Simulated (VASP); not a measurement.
# MgO (Fm-3m) in VASP: further runs, part 2 of 2

VASP 6.6.1.

### Step 4. Vibrations by perturbation theory, PBE (phonons at volume x 0.98)

INCAR reads:

```
SYSTEM = MgO
ALGO     = Normal         ! electronic algorithm
EDIFF    = 1E-8           ! SCF threshold, eV
ENCUT    = 520            ! plane-wave cutoff, eV
GGA      = PE             ! functional
IBRION   = 8              ! ionic algorithm
ISIF     = 2              ! what is computed and relaxed
ISMEAR   = 0              ! smearing method
LASPH    = .True.         ! aspherical terms in the spheres
LCHARG   = .False.        ! write CHGCAR
LEPSILON = .True.         ! dielectric tensor by DFPT
LREAL    = .False.        ! projectors in reciprocal space
LWAVE    = .False.        ! write WAVECAR
NBANDS   = 11             ! bands
NELM     = 80             ! most SCF steps
NSW      = 1              ! ionic steps
PREC     = Accurate       ! precision mode
SIGMA    = 0.01           ! smearing width, eV
```

KPOINTS reads:

```
k-points
0
Gamma
  10 10 10
  0 0 0
```

POSCAR reads:

```
MgO
1.0
    0.0000000000      2.1126478249      2.1126478249
    2.1126478249      0.0000000000      2.1126478249
    2.1126478249      2.1126478249      0.0000000000
Mg O
1 1
Direct
    0.0000000000      0.0000000000      0.0000000000
    0.5000000000      0.5000000000      0.5000000000
```

Potentials or basis: VASP PAW PBE potentials, release 64 (Mg, O).

Started as:

```
cat potpaw_PBE.64/Mg/POTCAR potpaw_PBE.64/O/POTCAR > POTCAR
mpirun -np 1 vasp_std > vasp.out
```

OUTCAR:

```text
SYSTEM = MgO
   EDIFF = 1E-8
   ENCUT = 520
   GGA = PE
   IBRION = 8
   ISIF = 2
   ISMEAR = 0
   LASPH = .True.
   LEPSILON = .True.
   LREAL = .False.
   NELM = 80
   NSW = 1
   PREC = Accurate

 ion  position               nearest neighbor table
   1  0.000  0.000  0.000-   2 2.11   2 2.11   2 2.11   2 2.11   2 2.11   2 2.11
   2  0.500  0.500  0.500-   1 2.11   1 2.11   1 2.11   1 2.11   1 2.11   1 2.11
[... 667 lines left out ...]
      0.000000  0.000000  0.000000     0.394000    0.491045    0.000000
      2.112648  2.112648  2.112648    -0.486227   -0.605988    0.000000
[... 21 lines left out ...]
   6 f/i=    0.007247 THz     0.045532 2PiTHz    0.241723 cm-1     0.029970 meV
             X         Y         Z           dx          dy          dz
      0.000000  0.000000  0.000000     0.000000    0.000000    0.776942
      2.112648  2.112648  2.112648     0.000000    0.000000    0.629572

--------------------------------------------------------------------------------------------------------

 MACROSCOPIC STATIC DIELECTRIC TENSOR IONIC CONTRIBUTION
 ------------------------------------------------------
           7.045788    -0.000000     0.000000
          -0.000000     7.045788    -0.000000
           0.000000    -0.000000     7.045788
 ------------------------------------------------------

 ELASTIC MODULI CONTR FROM IONIC RELAXATION (kBar)
 Direction    XX          YY          ZZ          XY          YZ          ZX
 --------------------------------------------------------------------------------
 XX           0.0000      0.0000      0.0000      0.0000      0.0000      0.0000
 YY           0.0000      0.0000      0.0000      0.0000      0.0000      0.0000
 ZZ           0.0000      0.0000      0.0000      0.0000      0.0000      0.0000
 XY           0.0000      0.0000      0.0000      0.0000      0.0000      0.0000
 YZ           0.0000      0.0000      0.0000      0.0000      0.0000      0.0000
 ZX           0.0000      0.0000      0.0000      0.0000      0.0000      0.0000
 --------------------------------------------------------------------------------

 PIEZOELECTRIC TENSOR IONIC CONTR  for field in x, y, z        (C/m^2)
          XX          YY          ZZ          XY          YZ          ZX
  --------------------------------------------------------------------------------
  x     0.00000     0.00000     0.00000     0.00000     0.00000     0.00000
  y     0.00000     0.00000     0.00000     0.00000     0.00000     0.00000
  z     0.00000     0.00000     0.00000     0.00000     0.00000     0.00000
```

stdout:

```text
POSCAR found type information on POSCAR MgO
 POSCAR found :  2 types and       2 ions
 scaLAPACK will be used
 LDA part: xc-table for (Slater+PW92), standard interpolation
 POSCAR, INCAR and KPOINTS ok, starting setup
 FFT: planning ... GRIDC
 FFT: planning ... GRID_SOFT
 FFT: planning ... GRID
 WAVECAR not read
 entering main loop
[... 23 lines left out ...]
  Direction:   3
 dielectric tensor                  component  3 :     0.037     0.236     3.144
 Linear response DOF=           2
 Linear response progress:
 first order change of Fermi-energy   0.86990E-01
 force on displaced ion       1 direction 1 :  -5.295   0.000   0.000
 Born effective charge ion    1 direction 1 :   1.973   0.000   0.000
 Linear response progress:
 first order change of Fermi-energy  -0.88742E-01
 force on displaced ion       2 direction 1 :  -5.308   0.000   0.000
 Born effective charge ion    2 direction 1 :  -1.973   0.000   0.000
 Born effective charges drift removed
 Linear response finished
```

It took 1.8 min on 1 thread of Intel Xeon Platinum 8259CL at 2.50GHz (Skylake/Cascade Lake), shared host; peak memory 0.19 GiB.

What came out:

- Electronic dielectric tensor (diagonal): 3.14
- Born charges (mean of the diagonal): Mg +1.97; O -1.97 e
- Highest phonon frequency at Γ, LO-TO splitting left out: 387 cm⁻¹

Phonon frequencies in cm⁻¹ (negative: imaginary):
```
              q point        frequencies
(0.000, 0.000, 0.000)  0 0 0 387 387 387
```

Electronic dielectric tensor:
```
3.14 0.00 0.00
0.00 3.14 0.00
0.00 0.00 3.14
```

Born effective charge tensors (e):
atom 1, Mg
```
1.97 0.00 0.00
0.00 1.97 0.00
0.00 0.00 1.97
```
atom 2, O
```
-1.97  0.00  0.00
 0.00 -1.97  0.00
 0.00  0.00 -1.97
```

Caveat: the cell differs from its parent crystal (phonons at volume x 0.98); the cell wasn't relaxed at this level first, which shifts response properties.

### Step 5. Vibrations by perturbation theory, PBE (phonons at volume x 1.02)

INCAR reads:

```
ALGO = Normal ; EDIFF = 1E-8
ENCUT = 520 ; GGA = PE
IBRION = 8 ; ISIF = 2
ISMEAR = 0 ; LASPH = True
LCHARG = False ; LEPSILON = True
LREAL = False ; LWAVE = False
NBANDS = 11 ; NELM = 60
NSW = 1 ; PREC = Accurate
SIGMA = 0.01
```

KPOINTS reads:

```
k-points
0
Gamma
  10 10 10
```

POSCAR reads:

```
MgO
1.0
    0.0000000000      2.1410088981      2.1410088981
    2.1410088981      0.0000000000      2.1410088981
    2.1410088981      2.1410088981      0.0000000000
Mg O
1 1
Direct
    0.0000000000      0.0000000000      0.0000000000
    0.5000000000      0.5000000000      0.5000000000
```

Potentials or basis: VASP PAW PBE potentials, release 64 (Mg, O).

Started as:

```
cat potpaw_PBE.64/Mg/POTCAR potpaw_PBE.64/O/POTCAR > POTCAR
mpirun -np 1 vasp_std > vasp.out
```

OUTCAR:

```text
EDIFF = 1E-8
   ENCUT = 520
   GGA = PE
   IBRION = 8
   ISIF = 2
   ISMEAR = 0
   LASPH = True
   LEPSILON = True
   LREAL = False
   NELM = 60
   NSW = 1
   PREC = Accurate

 ion  position               nearest neighbor table
   1  0.000  0.000  0.000-   2 2.14   2 2.14   2 2.14   2 2.14   2 2.14   2 2.14
   2  0.500  0.500  0.500-   1 2.14   1 2.14   1 2.14   1 2.14   1 2.14   1 2.14

  LATTYP: Found a face centered cubic cell.
 ALAT       =     4.2820177962

  Lattice vectors:

 A1 = (   0.0000000000,   2.1410088981,   2.1410088981)
 A2 = (   2.1410088981,   0.0000000000,   2.1410088981)
 A3 = (   2.1410088981,   2.1410088981,   0.0000000000)

Analysis of symmetry for initial positions (statically):
=====================================================================
 Subroutine PRICEL returns:
 Original cell was already a primitive cell.

 Routine SETGRP: Setting up the symmetry group for a
 face centered cubic supercell.

 Subroutine GETGRP returns: Found 48 space group operations
 (whereof 48 operations were pure point group operations)
 out of a pool of 48 trial point group operations.

The static configuration has the point symmetry O_h .

Analysis of symmetry for dynamics (positions and initial velocities):
=====================================================================
 Subroutine PRICEL returns:
 Original cell was already a primitive cell.

 Routine SETGRP: Setting up the symmetry group for a
 face centered cubic supercell.

 Subroutine GETGRP returns: Found 48 space group operations
 (whereof 48 operations were pure point group operations)
 out of a pool of 48 trial point group operations.
[... 593 lines left out ...]
  --------------------------------------------------------------------------------
  x     0.00000     0.00000     0.00000     0.00000     0.00000     0.00000
  y     0.00000     0.00000     0.00000     0.00000     0.00000     0.00000
  z     0.00000     0.00000     0.00000     0.00000     0.00000     0.00000

 BORN EFFECTIVE CHARGES (including local field effects) (in |e|, cummulative output)
 ---------------------------------------------------------------------------------
 ion    1
    1     1.98999     0.00000     0.00000
    2    -0.00000     1.98999     0.00000
    3     0.00000     0.00000     1.98999
 ion    2
    1    -1.98999    -0.00000     0.00000
    2     0.00000    -1.98999     0.00000
    3     0.00000     0.00000    -1.98999

 INTERNAL STRAIN TENSOR FOR ION    2 for displacements in x,y,z  (eV/Angst):
          X           Y           Z          XY          YZ          ZX
  --------------------------------------------------------------------------------
  x     0.00000     0.00000     0.00000     0.00000     0.00000     0.00000
  y     0.00000     0.00000     0.00000     0.00000     0.00000     0.00000
  z     0.00000     0.00000     0.00000     0.00000     0.00000     0.00000

 SECOND DERIVATIVES (NOT SYMMETRIZED)
 ------------------------------------
               1X          1Y          1Z          2X          2Y          2Z
  1X    -4.321132    0.000000    0.000000    4.321132    0.000000    0.000000
  1Y     0.000000   -4.321132    0.000000    0.000000    4.321132    0.000000
  1Z     0.000000    0.000000   -4.321132    0.000000    0.000000    4.321132
  2X     4.315706    0.000000    0.000000   -4.315706    0.000000    0.000000
  2Y     0.000000    4.315706    0.000000    0.000000   -4.315706    0.000000
  2Z     0.000000    0.000000    4.315706    0.000000    0.000000   -4.315706

 Eigenvectors and eigenvalues of the dynamical matrix
 ----------------------------------------------------

   1 f  =   10.458194 THz    65.710768 2PiTHz  348.847788 cm-1    43.251594 meV
             X         Y         Z           dx          dy          dz
      0.000000  0.000000  0.000000    -0.630297    0.000000   -0.000000
      2.141009  2.141009  2.141009     0.776354   -0.000000    0.000000
[... 21 lines left out ...]
   6 f/i=    0.003215 THz     0.020202 2PiTHz    0.107249 cm-1     0.013297 meV
             X         Y         Z           dx          dy          dz
      0.000000  0.000000  0.000000    -0.682476   -0.064724    0.364367
      2.141009  2.141009  2.141009    -0.554080   -0.052547    0.295818

--------------------------------------------------------------------------------------------------------

 MACROSCOPIC STATIC DIELECTRIC TENSOR IONIC CONTRIBUTION
 ------------------------------------------------------
           8.453929    -0.000000     0.000000
          -0.000000     8.453929     0.000000
           0.000000     0.000000     8.453929
 ------------------------------------------------------

 ELASTIC MODULI CONTR FROM IONIC RELAXATION (kBar)
 Direction    XX          YY          ZZ          XY          YZ          ZX
 --------------------------------------------------------------------------------
 XX           0.0000      0.0000      0.0000      0.0000      0.0000      0.0000
 YY           0.0000      0.0000      0.0000      0.0000      0.0000      0.0000
 ZZ           0.0000      0.0000      0.0000      0.0000      0.0000      0.0000
 XY           0.0000      0.0000      0.0000      0.0000      0.0000      0.0000
 YZ           0.0000      0.0000      0.0000      0.0000      0.0000      0.0000
 ZX           0.0000      0.0000      0.0000      0.0000      0.0000      0.0000
 --------------------------------------------------------------------------------

 PIEZOELECTRIC TENSOR IONIC CONTR  for field in x, y, z        (C/m^2)
          XX          YY          ZZ          XY          YZ          ZX
  --------------------------------------------------------------------------------
  x     0.00000     0.00000     0.00000     0.00000     0.00000     0.00000
  y     0.00000     0.00000     0.00000     0.00000     0.00000     0.00000
  z     0.00000     0.00000     0.00000     0.00000     0.00000     0.00000
```

OSZICAR:

```text
N       E                     dE             d eps       ncg     rms          rms(c)
DAV:   1     0.141788982857E+02    0.14179E+02   -0.45937E+03  1202   0.641E+02
DAV:   2    -0.128432955798E+02   -0.27022E+02   -0.26547E+02  1209   0.135E+02
[... 140 lines left out ...]
RMM:   6    -0.360177950002E+00    0.70059E-05   -0.10041E-07  3915   0.211E-03    0.981E-04
RMM:   7    -0.360167598524E+00    0.10351E-04   -0.45754E-08  3793   0.129E-03    0.999E-05
RMM:   8    -0.360167412059E+00    0.18646E-06   -0.28110E-08  3855   0.226E-04    0.331E-05
RMM:   9    -0.360167560288E+00   -0.14823E-06   -0.28490E-08  3948   0.221E-04    0.404E-06
RMM:  10    -0.360167528215E+00    0.32073E-07   -0.28711E-08  3668   0.169E-04    0.143E-06
RMM:  11    -0.360167533541E+00   -0.53260E-08   -0.28855E-08  3470   0.166E-04    0.209E-07
 Linear response finished
```

stdout:

```text
POSCAR found type information on POSCAR MgO
 POSCAR found :  2 types and       2 ions
 scaLAPACK will be used
 LDA part: xc-table for (Slater+PW92), standard interpolation
 POSCAR, INCAR and KPOINTS ok, starting setup
 FFT: planning ... GRIDC
 FFT: planning ... GRID_SOFT
 FFT: planning ... GRID
 WAVECAR not read
 entering main loop
[... 23 lines left out ...]
  Direction:   3
 dielectric tensor                  component  3 :     0.039     0.236     3.198
 Linear response DOF=           2
 Linear response progress:
 first order change of Fermi-energy   0.80574E-01
 force on displaced ion       1 direction 1 :  -4.321   0.000   0.000
 Born effective charge ion    1 direction 1 :   1.990   0.000   0.000
 Linear response progress:
 first order change of Fermi-energy  -0.86108E-01
 force on displaced ion       2 direction 1 :  -4.316   0.000   0.000
 Born effective charge ion    2 direction 1 :  -1.990   0.000   0.000
 Born effective charges drift removed
 Linear response finished
```

It took 1.9 min on 1 thread of Intel Xeon Platinum 8259CL at 2.50GHz (Skylake/Cascade Lake), shared host; peak memory 0.19 GiB.

What came out:

| Item | Value |
| --- | --- |
| Electronic dielectric tensor (diagonal) | 3.20 |
| Born charges (mean of the diagonal) | Mg +1.99; O -1.99 e |
| Highest phonon frequency at Γ, LO-TO splitting left out | 349 cm⁻¹ |

Phonon frequencies in cm⁻¹ (negative: imaginary):
```tsv
q point	frequencies
(0.000, 0.000, 0.000)	0 0 0 349 349 349
```

Electronic dielectric tensor:
```
3.20 0.00 0.00
0.00 3.20 0.00
0.00 0.00 3.20
```

Born effective charge tensors (e):
atom 1, Mg
```
1.99 0.00 0.00
0.00 1.99 0.00
0.00 0.00 1.99
```
atom 2, O
```
-1.99  0.00  0.00
 0.00 -1.99  0.00
 0.00  0.00 -1.99
```

Caveat: the cell differs from its parent crystal (phonons at volume x 1.02); the cell wasn't relaxed at this level first, which shifts response properties.
